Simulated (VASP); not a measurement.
A run of VASP 6.6.1 is set up as follows.

File POSCAR:

```
AlNi
1.0
    0.0000000000      4.0443345743      0.0000000000
   -4.0447750766      0.0000000000      0.0000000000
    2.0223875383     -2.0221672871      2.8700173037
Al Ni
2 2
Direct
    0.4586654930      0.4708319606     -0.0277607029
   -0.0413345070      0.9708319606     -0.0277607029
    0.7913345070      0.2791680394      0.5277607029
    0.2913345070      0.7791680394      0.5277607029
```

The input INCAR.step1:

```
PREC = Accurate ; ENCUT = 520
ISMEAR = 0 ; SIGMA = 0.15
LREAL = False ; LASPH = True
NELM = 80 ; NBANDS = 21
GGA = PE ; ALGO = Normal
EDIFF = 1E-4 ; LWAVE = True
LCHARG = False
```

INCAR.step2

```
PREC = Accurate ; ENCUT = 520
EDIFF = 1E-7 ; ISMEAR = 0
SIGMA = 0.15 ; LREAL = False
LASPH = True ; NELM = 80
ALGO = Normal ; ISIF = 2
LWAVE = False ; LCHARG = False
METAGGA = R2SCAN ; LMIXTAU = True
NBANDS = 21 ; ISTART = 1
```

File KPOINTS:

```
Automatic mesh
0
Gamma
  12 12 12
```

Potentials or basis: VASP PAW PBE potentials, release 64 (Al, Ni).

Run with:

```bash
$ cat potpaw_PBE.64/Al/POTCAR potpaw_PBE.64/Ni/POTCAR > POTCAR
$ cp INCAR.step1 INCAR
$ mpirun -np 1 vasp_std > vasp.out
$ cp INCAR.step2 INCAR
$ mpirun -np 1 vasp_std > vasp.out
```

Q: Predict the largest force.

A: 2.220 eV/Å.

Q: What does it give for the band gap on the k mesh?

A: Zero (bands 13 and 14 overlap by 3.16 eV).

Q: What does it give for the pressure?

A: 6.3 GPa.

Forces in eV/Å, atoms in the order of the input:
```
Al  -0.816  1.642  1.252
Al  -0.816  1.642  1.252
Ni   0.816 -1.642 -1.252
Ni   0.816 -1.642 -1.252
```

Caveat: the cell differs from its parent crystal (all Ni atoms moved 0.3 Å in one direction); the cell stands under pressure; the PAW data sets were made with another functional, which shifts forces and pressure a little. Spin polarisation is off, so any magnetic state and its effect on volume and gap are missing.
